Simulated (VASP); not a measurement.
A run of VASP 6.6.1 is set up as follows.

INCAR

```
SYSTEM = Tc
PREC = Accurate
ENCUT = 600
EDIFF = 1E-6
ISMEAR = -1
SIGMA = 0.05
LREAL = .False.
LASPH = .True.
NELM = 100
ALGO = Normal
ISIF = 3
LWAVE = .False.
LCHARG = .False.
GGA = PS
IBRION = 2
NSW = 60
EDIFFG = -0.01
```

The input KPOINTS:

```
Automatic mesh
0
Gamma
  11 11 6
  0 0 0
```

The input POSCAR:

```
Tc
1.0
    2.7400000000      0.0000000000      0.0000000000
   -1.3700000000      2.3729096064      0.0000000000
    0.0000000000      0.0000000000      4.3980000000
Tc
2
Direct
    0.6666666667      0.3333333333      0.7500000000
    0.3333333333      0.6666666667      0.2500000000
```

Potentials or basis: VASP PAW PBE potentials, release 64 (Tc_pv).

The run is started by

```bash
$ cat potpaw_PBE.64/Tc_pv/POTCAR > POTCAR
$ mpirun -np 1 vasp_std > vasp.out
```

**Question.** Estimate the band gap on the k mesh.

**Answer.** Zero (bands 13 and 14 overlap by 3.23 eV).

**Question.** Predict the space group after relaxing (to 0.1 Å).

**Answer.** P6_3/mmc (No. 194).

The path:
```tsv
step	energy change (eV)	largest force (eV/Å)	pressure (GPa)	volume (Å³)
1	0.0000	0.0000	-7.10	28.59
2	0.1353	0.0000	26.98	26.05
3	-0.0145	0.0000	-0.25	27.97
4	-0.0145	0.0000	0.01	27.95
```

Caveat: the PAW data sets were made with another functional, which shifts forces and pressure a little.
